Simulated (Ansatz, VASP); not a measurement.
One calculation of CoO, two programs

```
Co O
1.0
     0.00000    2.20554    2.20554
     2.20554    0.00000    2.20554
     2.20554    2.20554    0.00000
Co O
1 1
Cartesian
  0.0000 0.0000 0.0000
  1.1028 1.1028 1.1028
```

Alike in both runs: task single point; functional PBE; k mesh 14 × 14 × 14; occupations gaussian, width 0.02 eV; collinear spin; Hubbard terms Co d U = 3.32 eV.

```csv
,VASP,Ansatz
version,VASP 6.6.1,Ansatz 0.2.0
potentials or method,"VASP PAW PBE potentials, release 64 (Co, O), cutoff 520 eV","scalar-relativistic, plane waves, PAW"
valence electrons in the cell,15,23
```

|  | VASP | Ansatz | Ansatz less VASP |
| --- | --- | --- | --- |
| gap on the k mesh at the Fermi level (eV) | 0.40 | 0.32 | -0.083 |
| least direct gap on the mesh (eV) | 0.49 | 0.32 | -0.176 |
| pressure (GPa) | 23.6 | 27.1 | +3.52 |
| net moment per atom (μB) | 1.50 | 1.50 | 0.000 |
| size of the moment on the site where the two differ most (μB) | 2.68 | 2.40 | -0.282 |

Site moments also hang on the region over which each program counts them. The programs project onto different local orbitals, so the same U acts differently, and such runs can settle in different states. VASP's potentials hold 15 valence electrons a cell and Ansatz's 23, so a difference there can come from the potentials and not from the codes.
